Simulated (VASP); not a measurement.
# W (Fm-3m) in VASP: further runs

Aim: see how the results for W move with the level of theory and the settings. Levels: PBEsol+D3(BJ), r2SCAN. Tasks: relaxation of cell and atoms, single point.

Program: VASP 6.6.1. These are calculated values, not measurements. Logs are shortened: lines on timing, memory, paths and dates and some standing lists are left out, and cuts for length are marked.

## (1) The cell of the first run

Symmetry: Fm-3m, No. 225, cubic system. Conventional cell: a = 4.060 Å, b = 4.060 Å, c = 4.060 Å, α = 90.00°, β = 90.00°, γ = 90.00°. W (site symmetry m-3m) has 12 W at 2.87 Å within 3.8 Å.

## (2) Relaxation of cell and atoms, PBEsol+D3(BJ)

The input, INCAR:

```
ALGO = Normal
EDIFF = 1E-6
EDIFFG = -0.01
ENCUT = 600
GGA = PS
IBRION = 2
ISIF = 3
ISMEAR = -1
IVDW = 12
LASPH = T
LCHARG = F
LREAL = F
LWAVE = F
NELM = 60
NSW = 60
PREC = Accurate
SIGMA = 0.05
```

The input, KPOINTS:

```
k-points
0
Gamma
  11 11 11
```

The input, POSCAR:

```
W
1.0
    0.0000000000      2.0300000000      2.0300000000
    2.0300000000      0.0000000000      2.0300000000
    2.0300000000      2.0300000000      0.0000000000
W
1
Direct
    0.0000000000      0.0000000000      0.0000000000
```

Potentials or basis: VASP PAW PBE potentials, release 64 (W_sv).

Launch:

```console
$ cat potpaw_PBE.64/W_sv/POTCAR > POTCAR
$ mpirun -np 1 vasp_std > vasp.out
```

OUTCAR:

```text
EDIFF = 1E-6
   EDIFFG = -0.01
   ENCUT = 600
   GGA = PS
   IBRION = 2
   ISIF = 3
   ISMEAR = -1
   IVDW = 12
   LASPH = T
   LREAL = F
   NELM = 60
   NSW = 60
   PREC = Accurate
 IVDW          = 12

 ion  position               nearest neighbor table
   1  0.000  0.000  0.000-

  LATTYP: Found a face centered cubic cell.
 ALAT       =     4.0600000000

  Lattice vectors:

 A1 = (   0.0000000000,   2.0300000000,   2.0300000000)
 A2 = (   2.0300000000,   0.0000000000,   2.0300000000)
 A3 = (   2.0300000000,   2.0300000000,   0.0000000000)

Analysis of symmetry for initial positions (statically):
=====================================================================
 Subroutine PRICEL returns:
 Original cell was already a primitive cell.

 Routine SETGRP: Setting up the symmetry group for a
 face centered cubic supercell.

 Subroutine GETGRP returns: Found 48 space group operations
 (whereof 48 operations were pure point group operations)
 out of a pool of 48 trial point group operations.

The static configuration has the point symmetry O_h .

Analysis of symmetry for dynamics (positions and initial velocities):
=====================================================================
 Subroutine PRICEL returns:
 Original cell was already a primitive cell.

 Routine SETGRP: Setting up the symmetry group for a
 face centered cubic supercell.

 Subroutine GETGRP returns: Found 48 space group operations
 (whereof 48 operations were pure point group operations)
 out of a pool of 48 trial point group operations.

The dynamic configuration has the point symmetry O_h .

 Subroutine INISYM returns: Found 48 space group operations
 (whereof 48 operations are pure point group operations),
 and found     1 'primitive' translations

----------------------------------------------------------------------------------------

                                     Primitive cell

  volume of cell :      16.7309

  direct lattice vectors                    reciprocal lattice vectors
     0.000000000  2.030000000  2.030000000    -0.246305419  0.246305419  0.246305419
     2.030000000  0.000000000  2.030000000     0.246305419 -0.246305419  0.246305419
     2.030000000  2.030000000  0.000000000     0.246305419  0.246305419 -0.246305419

  length of vectors
     2.870853532  2.870853532  2.870853532     0.426613499  0.426613499  0.426613499

  position of ions in fractional coordinates (direct lattice)
     0.000000000  0.000000000  0.000000000

  ion indices of the primitive-cell ions
   primitive index   ion index
                 1           1

----------------------------------------------------------------------------------------

 KPOINTS: k-points

Automatic generation of k-mesh.
 Grid dimensions read from file:
 generate k-points for:   11   11   11

 Generating k-lattice:

  Cartesian coordinates                     Fractional coordinates (reciprocal lattice)
    -0.022391402  0.022391402  0.022391402     0.090909091  0.000000000  0.000000000
     0.022391402 -0.022391402  0.022391402     0.000000000  0.090909091  0.000000000
     0.022391402  0.022391402 -0.022391402     0.000000000  0.000000000  0.090909091

  Length of vectors
     0.038783045  0.038783045  0.038783045

  Shift w.r.t. Gamma in fractional coordinates (k-lattice)
     0.000000000  0.000000000  0.000000000

 Subroutine IBZKPT returns following result:
 ===========================================

 Found     56 irreducible k-points:

 Following reciprocal coordinates:
            Coordinates               Weight
  0.000000  0.000000  0.000000      1.000000
  0.090909  0.000000  0.000000      8.000000
  0.181818  0.000000  0.000000      8.000000
  0.272727  0.000000  0.000000      8.000000
  0.363636  0.000000  0.000000      8.000000
  0.454545  0.000000  0.000000      8.000000
[... 16 lines left out ...]
 -0.272727  0.181818  0.000000     24.000000
 -0.181818  0.181818  0.000000     12.000000
 [... further k-points ...]
   k-points           NKPTS =     56   k-points in BZ     NKDIM =     56   number of bands    NBANDS=     11
   number of dos      NEDOS =    301   number of ions     NIONS =      1
   total plane-waves  NPLWV =  13824
   dimension x,y,z NGX =    24 NGY =   24 NGZ =   24
   dimension x,y,z NGXF=    48 NGYF=   48 NGZF=   48
   ions per type =               1
   NGX,Y,Z   is equivalent  to a cutoff of  13.90, 13.90, 13.90 a.u.
   NGXF,Y,Z  is equivalent  to a cutoff of  27.80, 27.80, 27.80 a.u.
 SYSTEM =  unknown system
   PREC   = accura    normal or accurate (medium, high low for compatibility)
   ISTART =      0    job   : 0-new  1-cont  2-samecut
   ICHARG =      2    charge: 1-file 2-atom 10-const
   ISPIN  =      1    spin polarized calculation?
   LNONCOLLINEAR =      F non collinear calculations
   LSORBIT =      F    spin-orbit coupling
   LASPH  =      T    aspherical Exc in radial PAW
   ENCUT  =  600.0 eV  44.10 Ry    6.64 a.u.   5.73  5.73  5.73*2*pi/ulx,y,z
   NELM   =     60;   NELMIN=  2; NELMDL= -5     # of ELM steps
   EDIFF  = 0.1E-05   stopping-criterion for ELM
   LREAL  =      F    real-space projection
   EDIFFG = -.1E-01   stopping-criterion for IOM
   NSW    =     60    number of steps for IOM
   IBRION =      2    ionic relax: 0-MD 1-quasi-New 2-CG
   NFREE  =      1    steps in history (QN), initial steepest desc. (CG)
   ISIF   =      3    stress and relaxation
   ISYM   =      2    0-nonsym 1-usesym 2-fastsym
   POTIM  = 0.5000    time-step for ionic-motion
   TEBEG  =    0.0;   TEEND  =   0.0 temperature during run
   PSTRESS=    0.0 pullay stress
   NELECT =      14.0000    total number of electrons
   NUPDOWN=      -1.0000    fix difference up-down
   EMIN   =  10.00;   EMAX   =-10.00  energy-range for DOS
   EFERMI =   0.00;   METHOD = LEGACY
   ISMEAR =    -1;   SIGMA  =   0.05  broadening in eV -4-tet -1-fermi 0-gaus
   EFERMI_NEDOS =   21; number of points for ismear=-14 and -15
   IALGO  =     38    algorithm
   IMIX   =      4    mixing-type and parameters
     AMIX     =   0.40;   BMIX     =  1.00
     AMIX_MAG =   1.60;   BMIX_MAG =  1.00
  volume/ion in A,a.u.               =      16.73       112.91
  Fermi-wavevector in a.u.,A,eV,Ry     =   1.542688  2.915258 32.380324  2.379887
  Thomas-Fermi vector in A             =   2.648457
   LORBIT       =      0    0 simple, 1 ext, 2 COOP (PROOUT), +10 PAW based schemes
   GGA     = PS    functional components
   LHFCALC =     F    Hartree Fock is set to
   AEXX    =    0.0000 exact exchange contribution
   IVDW    =    12    specifies the selected vdW correction
   LEPSILON=     F    determine dielectric tensor
   LRPA    =     F    only Hartree local field effects (RPA)
 conjugate gradient relaxation of ions
 non-spin polarized calculation
  energy-cutoff  :      600.00
  volume of cell :       16.73
 maximum number of plane-waves:       568
   NGX = 11   NGY = 11   NGZ = 11

--------------------------------------- Ionic step        1  -------------------------------------------

 number of electron      14.0000002 magnetization

 Free energy of the ion-electron system (eV)
  ---------------------------------------------------
  ext. energy  EPLUGINS =         0.00000000
  ---------------------------------------------------
  free energy    TOTEN  =       -13.29525837 eV

  energy without entropy =      -13.28660370  energy(sigma->0) =      -13.29093103

------------------------ aborting loop because EDIFF is reached ----------------------------------------

 Edisp (eV)   -0.70431

 E8    (eV) :    -0.5164

  FORCE on cell =-STRESS in cart. coord.  units (eV):
  Direction    XX          YY          ZZ          XY          YZ          ZX
  --------------------------------------------------------------------------------------
  -------------------------------------------------------------------------------------
  Total      -1.99073    -1.99073    -1.99073     0.00000    -0.00000     0.00000
  in kB    -190.63629  -190.63629  -190.63629     0.00000    -0.00000     0.00000
  external pressure =     -190.64 kB  Pullay stress =        0.00 kB
[... 137 lines left out ...]
  energy  without entropy=      -14.0592601669  energy(sigma->0) =      -14.06322592

--------------------------------------- Ionic step        5  -------------------------------------------

 number of electron      13.9999999 magnetization

 Free energy of the ion-electron system (eV)
  ---------------------------------------------------
  ext. energy  EPLUGINS =         0.00000000
  ---------------------------------------------------
  free energy    TOTEN  =       -13.31434300 eV

  energy without entropy =      -13.30641274  energy(sigma->0) =      -13.31037787

 E-fermi :  10.9312     XC(G=0): -13.8221

 val. band max:       10.8741635328   @ k =  -0.2727   0.0909   0.0000
 cond. band min:      10.9560914129   @ k =   0.1818   0.0909   0.0000
 fundamental gap:      0.0819278801
 Fermi energy:        10.9312345931

 k-point     1 :       0.0000    0.0000    0.0000
  band No.  band energies     occupation
      1     -62.5854      2.00000
      2     -26.1447      2.00000
      3     -26.1447      2.00000
      4     -26.1447      2.00000
      5       1.7241      2.00000
      6      10.3437      1.99998
      7      10.3437      1.99998
      8      10.3437      1.99998
      9      13.6741      0.00000
     10      13.6741      0.00000
     11      23.8600      0.00000
[... 309 lines left out ...]
 k-point    24 :      -0.1818    0.1818    0.0000
  band No.  band energies     occupation
      1     -62.4979      2.00000
      2     -26.9033      2.00000
      3     -26.4630      2.00000
      4     -26.2346      2.00000
      5       5.0413      2.00000
      6       8.7370      2.00000
      7      10.2379      2.00000
      8      11.9239      0.00000
      9      12.0161      0.00000
     10      15.7791      0.00000
     11      25.6726      0.00000

 [... further k-points ...]

------------------------ aborting loop because EDIFF is reached ----------------------------------------

 Edisp (eV)   -0.75289

 E8    (eV) :    -0.5520

  FORCE on cell =-STRESS in cart. coord.  units (eV):
  Direction    XX          YY          ZZ          XY          YZ          ZX
  --------------------------------------------------------------------------------------
  -------------------------------------------------------------------------------------
  Total      -0.00044    -0.00044    -0.00044     0.00000     0.00000     0.00000
  in kB      -0.04522    -0.04522    -0.04522     0.00000     0.00000     0.00000
  external pressure =       -0.05 kB  Pullay stress =        0.00 kB
[... 16 lines left out ...]
  FREE ENERGIE OF THE ION-ELECTRON SYSTEM (eV)
  ---------------------------------------------------
  free  energy   TOTEN  =       -14.0672300788 eV

  energy  without entropy=      -14.0592998126  energy(sigma->0) =      -14.06326495

 reached required accuracy - stopping structural energy minimisation
```

Run time: 24 s. Hardware: 1 thread of Intel Xeon Platinum 8259CL at 2.50GHz (Skylake/Cascade Lake), shared host; peak memory 0.17 GiB.

What came out:

```
Free energy                            : -14.0672 eV
Relaxed volume                         : 15.66 Å³/atom
Relaxed cell                           : a = 2.808 Å, b = 2.808 Å, c = 2.808 Å, α = 60.00°, β = 60.00°, γ = 60.00°
Space group after relaxing (to 0.05 Å) : Fm-3m (No. 225)
Energy gained by relaxing              : 67.7 meV/atom
Ionic steps                            : 5
Pressure after relaxing                : 0.0 GPa
Band gap on the k mesh                 : zero (band 7 reaches 13.91 eV, above the bottom of band 8 at 10.34 eV)
Dispersion energy per atom             : -0.753 eV
```

Step by step:
```csv
step,energy change (eV),largest force (eV/Å),pressure (GPa),volume (Å³)
1,0.0000,0.0000,-19.06,16.73
2,0.9603,0.0000,118.93,12.36
3,-0.0667,0.0000,-2.58,15.78
4,-0.0676,0.0000,-0.51,15.68
5,-0.0677,0.0000,0.00,15.66
```

Final structure:
```
W
1.0
     0.00000    1.98568    1.98568
     1.98568    0.00000    1.98568
     1.98568    1.98568    0.00000
W
1
Direct
  0.00000 0.00000 0.00000
```

Caveat: the PAW data sets were made with another functional, which shifts forces and pressure a little; spin-orbit coupling is left out, which moves the levels of the heavy elements; pairwise dispersion overbinds metals, which lowers pressure and volume.

## (3) Single point, r2SCAN, non-collinear spin, zero start, spin-orbit coupling

POSCAR is that of step 2.

The input, INCAR.step1:

```
PREC = Accurate
ENCUT = 520
ISMEAR = -1
SIGMA = 0.05
LREAL = F
LASPH = T
NELM = 150
MAGMOM = 0 0 0
LSORBIT = T
GGA_COMPAT = F
LMAXMIX = 4
NBANDS = 25
GGA = PE
ALGO = Normal
EDIFF = 1E-4
LWAVE = T
LCHARG = F
```

The input, INCAR.step2:

```
PREC = Accurate
ENCUT = 520
EDIFF = 1E-7
ISMEAR = -1
SIGMA = 0.05
LREAL = F
LASPH = T
NELM = 150
ALGO = Normal
ISIF = 2
LWAVE = F
LCHARG = F
MAGMOM = 0 0 0
LORBIT = 11
LSORBIT = T
GGA_COMPAT = F
LORBMOM = T
LMAXMIX = 4
METAGGA = R2SCAN
LMIXTAU = T
NBANDS = 25
ISTART = 1
```

The input, KPOINTS:

```
Automatic mesh
0
Gamma
  8 8 8
```

Potentials or basis: VASP PAW PBE potentials, release 64 (W_sv).

Launch:

```console
$ cat potpaw_PBE.64/W_sv/POTCAR > POTCAR
$ cp INCAR.step1 INCAR
$ mpirun -np 1 vasp_ncl > vasp.out
$ cp INCAR.step2 INCAR
$ mpirun -np 1 vasp_ncl > vasp.out
```

OUTCAR:

```text
PREC = Accurate
   ENCUT = 520
   EDIFF = 1E-7
   ISMEAR = -1
   LREAL = F
   LASPH = T
   NELM = 150
   ISIF = 2
   LORBIT = 11
   LSORBIT = T
   METAGGA = R2SCAN
   ISTART = 1

 ion  position               nearest neighbor table
   1  0.000  0.000  0.000-

  LATTYP: Found a face centered cubic cell.
 ALAT       =     4.0600000000

  Lattice vectors:

 A1 = (   0.0000000000,   2.0300000000,   2.0300000000)
 A2 = (   2.0300000000,   0.0000000000,   2.0300000000)
 A3 = (   2.0300000000,   2.0300000000,   0.0000000000)

Analysis of symmetry for initial positions (statically):
=====================================================================
 Subroutine PRICEL returns:
 Original cell was already a primitive cell.
[... 917 lines left out ...]
  1         0.000   0.000   0.000
 ----------------------------------------
            0.000   0.000   0.000

 Spin-Orbit-Coupling matrix elements

 Ion:    1  E_soc:     -1.6662302
 l=   1
     0.0000000    -0.2215090    -0.2215090
    -0.2215090     0.0000000    -0.2215090
    -0.2215090    -0.2215090     0.0000000
 l=   2
     0.0000000    -0.0136577     0.0000000    -0.0136577    -0.0425383
    -0.0136577     0.0000000    -0.0319038    -0.0136577    -0.0106346
     0.0000000    -0.0319038     0.0000000    -0.0319038     0.0000000
    -0.0136577    -0.0136577    -0.0319038     0.0000000    -0.0106346
    -0.0425383    -0.0106346     0.0000000    -0.0106346     0.0000000
 l=   3
     0.0000000     0.0000000     0.0000000     0.0000000     0.0000000     0.0000000     0.0000000
     0.0000000     0.0000000     0.0000000     0.0000000     0.0000000     0.0000000     0.0000000
     0.0000000     0.0000000     0.0000000     0.0000000     0.0000000     0.0000000     0.0000000
     0.0000000     0.0000000     0.0000000     0.0000000     0.0000000     0.0000000     0.0000000
     0.0000000     0.0000000     0.0000000     0.0000000     0.0000000     0.0000000     0.0000000
     0.0000000     0.0000000     0.0000000     0.0000000     0.0000000     0.0000000     0.0000000
     0.0000000     0.0000000     0.0000000     0.0000000     0.0000000     0.0000000     0.0000000

 total charge

# of ion       s       p       d       tot
------------------------------------------
    1        2.393   6.316   3.266  11.975

 magnetization (x)

# of ion       s       p       d       tot
------------------------------------------
    1       -0.000   0.000  -0.000  -0.000

 magnetization (y)

# of ion       s       p       d       tot
------------------------------------------
    1       -0.000   0.000  -0.000  -0.000

 magnetization (z)

# of ion       s       p       d       tot
------------------------------------------
    1        0.000   0.000  -0.000  -0.000
```

OSZICAR.step1:

```text
N       E                     dE             d eps       ncg     rms          rms(c)
DAV:   1     0.139550263370E+03    0.13955E+03   -0.74233E+03  1450   0.129E+03
DAV:   2    -0.898207320352E+01   -0.14853E+03   -0.14334E+03  1601   0.408E+02
DAV:   3    -0.139483315264E+02   -0.49663E+01   -0.49018E+01  1628   0.746E+01
DAV:   4    -0.139859926247E+02   -0.37661E-01   -0.37646E-01  1635   0.679E+00
DAV:   5    -0.139864445211E+02   -0.45190E-03   -0.45189E-03  1652   0.708E-01    0.181E+01
DAV:   6    -0.134872183704E+02    0.49923E+00   -0.48024E-01  1562   0.908E+00    0.702E+00
DAV:   7    -0.133633006217E+02    0.12392E+00   -0.23424E-01  1682   0.583E+00    0.166E+00
DAV:   8    -0.133607154830E+02    0.25851E-02   -0.35550E-03  1542   0.656E-01    0.467E-01
DAV:   9    -0.133583764307E+02    0.23391E-02   -0.12899E-03  1609   0.479E-01    0.738E-02
DAV:  10    -0.133583886738E+02   -0.12243E-04   -0.29957E-05   919   0.678E-02
   1 F= -.13358389E+02 E0= -.13354628E+02  d E =-.752055E-02  mag=     0.0000    -0.0000     0.0000
```

Wall time 1.8 min (1 thread of Intel Xeon Platinum 8259CL at 2.50GHz (Skylake/Cascade Lake), shared host); peak memory 0.22 GiB.

What came out:

```yaml
Free_energy: -51.6457 eV
Pressure: -7.1 GPa
Net_moment: 0.00 μB per cell
Valence_electrons_inside_the_program's_atomic_spheres: W 11.97
```

Moments on the atoms (μB; x, y, z):
```
W   0.00 0.00 0.00
```

Caveat: the PAW data sets were made with another functional, which shifts forces and pressure a little.

## (4) Single point, r2SCAN

This run uses another cell than the first one, of 17.07 Å³/atom, 1.020 times its volume.

The input, POSCAR:

```
W
1.0
    0.0000000000      2.0434441004      2.0434441004
    2.0434441004      0.0000000000      2.0434441004
    2.0434441004      2.0434441004      0.0000000000
W
1
Direct
    0.0000000000      0.0000000000      0.0000000000
```

The input, INCAR.step1:

```
  PREC = Accurate
  ENCUT = 520
  ISMEAR = -1
  SIGMA = 0.05
  LREAL = F
  LASPH = T
  NELM = 60
  NBANDS = 13
  GGA = PE
  ALGO = Normal
  EDIFF = 1E-4
  LWAVE = T
  LCHARG = F
```

The input, INCAR.step2:

```
  PREC = Accurate
  ENCUT = 520
  EDIFF = 1E-6
  ISMEAR = -1
  SIGMA = 0.05
  LREAL = F
  LASPH = T
  NELM = 60
  ALGO = Normal
  ISIF = 2
  LWAVE = F
  LCHARG = F
  METAGGA = R2SCAN
  LMIXTAU = T
  NBANDS = 13
  ISTART = 1
```

The input, KPOINTS:

```
regular mesh
0
Gamma
  11 11 11
```

Launch:

```console
$ cat potpaw_PBE.64/W_sv/POTCAR > POTCAR
$ cp INCAR.step1 INCAR
$ mpirun -np 1 vasp_std > vasp.out
$ cp INCAR.step2 INCAR
$ mpirun -np 1 vasp_std > vasp.out
```

It took 41 s on 1 thread of Intel Xeon Platinum 8259CL at 2.50GHz (Skylake/Cascade Lake), shared host; peak memory 0.15 GiB.

Results (log left out):

| Item | Value |
| --- | --- |
| Free energy | -50.7731 eV |
| Pressure | -13.4 GPa |
| Band gap on the k mesh | zero (band 7 reaches 12.24 eV, above the bottom of band 8 at 9.27 eV) |

Levels at points of the mesh, in eV from the Fermi level:
```
           k point  band 3  band 4  band 5  band 6  band 7  band 8  band 9  band 10  band 11  band 12
(0.00, 0.00, 0.00)  -38.70  -38.70   -9.30   -0.57   -0.57   -0.57    2.65     2.65    13.29    18.76
```

Caveat: the PAW data sets were made with another functional, which shifts forces and pressure a little; spin-orbit coupling is left out, which moves the levels of the heavy elements.

## (5) Summary

| task | level | spin | cell | k mesh | cutoff (eV) | gap on the mesh (eV) | pressure (GPa) |
| --- | --- | --- | --- | --- | --- | --- | --- |
| relaxation of cell and atoms | PBEsol+D3(BJ) | off | relaxed from a = 2.871 Å, angles 60.0°, 1 atom | 11 × 11 × 11 | 600 | none | 0.0 |
| single point | r2SCAN | non-collinear, zero start, SOC | a = 2.871 Å, angles 60.0°, 1 atom | 8 × 8 × 8 | 520 | - | -7.1 |
| single point | r2SCAN | off | a = 2.890 Å, angles 60.0°, 1 atom | 11 × 11 × 11 | 520 | none | -13.4 |

Alike in all rows: potentials or basis VASP PAW PBE potentials, release 64 (W_sv); smearing fermi-dirac 0.05 eV.

Caveats: the PAW data sets were made with another functional, which shifts forces and pressure a little; spin-orbit coupling is left out, which moves the levels of the heavy elements (some runs); pairwise dispersion overbinds metals, which lowers pressure and volume (some runs).

Total energies depend on the potentials used, so only differences within one code and one set of settings carry meaning.
